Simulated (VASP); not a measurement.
# MnSb: single point with PBE

The system is MnSb.

```
Mn Sb
1.0
     3.47222    0.00000    0.00000
     0.00000    3.47222    0.00000
     0.00000    0.00000    3.47222
Mn Sb
1 1
Direct
  0.00000 0.00000 0.00000
  0.50000 0.50000 0.50000
```

```json
{
 "Program": "VASP 6.6.1",
 "Task": "single point",
 "Functional": "PBE",
 "Potentials or basis": "VASP PAW PBE potentials, release 64 (Mn_pv, Sb)",
 "Cutoff": "520 eV",
 "k mesh": "12 × 12 × 12",
 "Occupations": "gaussian, width 0.1 eV",
 "Spin": "no spin polarisation",
 "Dipole correction": "no",
 "Further INCAR settings": "ALGO = Normal; EDIFF = 1e-07; NBANDS = 16"
}
```

* Pressure: -20.2 GPa
* Band gap on the k mesh: zero (bands 9 and 10 overlap by 0.61 eV)

Levels at points of the mesh, in eV from the Fermi level:
| k point | band 6 | band 7 | band 8 | band 9 | band 10 | band 11 | band 12 | band 13 |
| --- | --- | --- | --- | --- | --- | --- | --- | --- |
| (0.00, 0.00, 0.00) | -1.22 | -0.01 | -0.01 | -0.01 | 0.90 | 0.90 | 0.90 | 3.82 |
| (0.50, 0.00, 0.00) | -1.09 | -1.09 | -0.95 | 0.01 | 0.42 | 4.08 | 4.08 | 6.19 |
| (0.50, 0.50, 0.00) | -3.94 | -1.58 | -0.39 | -0.39 | 0.38 | 0.43 | 1.54 | 3.75 |
| (0.50, 0.50, 0.50) | -3.63 | -3.63 | 0.40 | 0.40 | 1.96 | 1.96 | 1.96 | 2.11 |

Run time: 51 s on 1 thread of Intel(R) Xeon(R) Platinum 8259CL CPU @ 2.50GHz (Skylake/Cascade Lake), on a shared host, peak memory 0.2 GiB.

Caveat: the cell stands under tension; spin-orbit coupling is left out, which moves the levels of the heavy elements; the run has no spin polarisation, though such a crystal can be magnetic. Spin polarisation is off, so any magnetic state and its effect on volume and gap are missing.
